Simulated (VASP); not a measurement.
**TiAl: relaxation of cell and atoms with PBEsol+D4**

TiAl:

```
CELL_PARAMETERS angstrom
3.17906 0.00000 0.00000
0.00000 3.17906 0.00000
0.00000 0.00000 3.17906
ATOMIC_POSITIONS crystal
Ti 0.00000 0.00000 0.00000
Al 0.50000 0.50000 0.50000
```

| Item | Value |
| --- | --- |
| Program | VASP 6.6.1 |
| Task | relaxation of cell and atoms |
| Functional | PBEsol |
| Dispersion | D4 |
| Potentials or basis | VASP PAW PBE potentials, release 64 (Ti_sv, Al) |
| Cutoff | 600 eV |
| k mesh | 8 × 8 × 8 |
| Occupations | fermi-dirac, width 0.05 eV |
| Spin | no spin polarisation |
| Dipole correction | no |
| Further INCAR settings | ALGO = Normal; EDIFF = 1e-06; IBRION = 2; EDIFFG = -0.01; NSW = 60; ISIF = 3 |

| Property | Result |
| --- | --- |
| Relaxed volume | 15.52 Å³/atom |
| Relaxed cell | a = 3.143 Å, b = 3.143 Å, c = 3.143 Å, α = 90.00°, β = 90.00°, γ = 90.00° |
| Space group after relaxing (to 0.05 Å) | Pm-3m (No. 221) |
| Energy gained by relaxing | 7.0 meV/atom |
| Ionic steps | 3 |
| Pressure after relaxing | 0.0 GPa |
| Dispersion energy per atom | -0.173 eV |

The path:
| step | energy change (eV) | largest force (eV/Å) | pressure (GPa) | volume (Å³) |
| --- | --- | --- | --- | --- |
| 1 | 0.0000 | 0.0000 | -4.01 | 32.13 |
| 2 | -0.0071 | 0.0000 | 3.07 | 30.29 |
| 3 | -0.0140 | 0.0000 | 0.00 | 31.03 |

Final structure:
```yaml
crystal:
  lattice:
    - [3.14256, 0.00000, 0.00000]
    - [0.00000, 3.14256, 0.00000]
    - [0.00000, 0.00000, 3.14256]
  atoms:
    - { symbol: Ti, position: [0.00000, 0.00000, 0.00000] }
    - { symbol: Al, position: [0.50000, 0.50000, 0.50000] }
```

Levels at points of the mesh, in eV from the Fermi level:
| k point | band 4 | band 5 | band 6 | band 7 | band 8 | band 9 | band 10 | band 11 |
| --- | --- | --- | --- | --- | --- | --- | --- | --- |
| (0.00, 0.00, 0.00) | -32.89 | -9.41 | -1.51 | -1.51 | 1.87 | 1.87 | 1.87 | 4.59 |
| (0.50, 0.00, 0.00) | -32.87 | -6.05 | -5.28 | -0.58 | 0.15 | 0.15 | 2.09 | 3.16 |
| (0.50, 0.50, 0.00) | -32.85 | -5.10 | -2.09 | -2.09 | -1.51 | 0.71 | 0.71 | 2.89 |
| (0.50, 0.50, 0.50) | -33.03 | -3.20 | -3.20 | -3.20 | 0.86 | 2.96 | 2.96 | 3.01 |

Wall time 50 s on 1 thread of AMD EPYC 7R43 64-Core Processor (Zen 3), with other jobs on the host, peak memory 0.13 GiB.

Caveat: the PAW data sets were made with another functional, which shifts forces and pressure a little; pairwise dispersion overbinds metals, which lowers pressure and volume.
